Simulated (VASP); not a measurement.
Zn2F, 3 atoms in the cell. It takes space group P6/mmm (No. 191, hexagonal). Conventional cell: a = 3.387 Å, b = 3.387 Å, c = 3.657 Å, α = 90.00°, β = 90.00°, γ = 120.00°. Within 2.7 Å of Zn (site symmetry -6m2) lie 3 Zn at 1.96 Å and 6 F at 2.68 Å. Within 3.5 Å of F (site symmetry 6/mmm) lie 12 Zn at 2.68 Å and 6 F at 3.39 Å. 

* Program: VASP 6.6.1
* Task: relaxation of cell and atoms
* Functional: PBE
* Potentials or basis: VASP PAW PBE potentials, release 64 (Zn, F)
* Cutoff: 600 eV
* k mesh: 6 × 6 × 6
* Occupations: gaussian, width 0.1 eV
* Spin: no spin polarisation
* Dipole correction: no
* Further INCAR settings: ALGO = Fast; EDIFF = 1e-06; IBRION = 2; EDIFFG = -0.04; NSW = 90; ISIF = 3

Potentials or basis: VASP PAW PBE potentials, release 64 (Zn, F).

Command:

```console
$ cat potpaw_PBE.64/Zn/POTCAR potpaw_PBE.64/F/POTCAR > POTCAR
$ mpirun -np 1 vasp_std > vasp.out
```

Hardware: 1 thread of Oxide Virtual Turin-like Processor (shared host).

How long does it take, and how much memory?

Wall time 7 min on 1 thread of Oxide Virtual Turin-like Processor (shared host), peak memory 0.14 GiB. Counts: scf iterations 153, k points 28, ion steps 14.
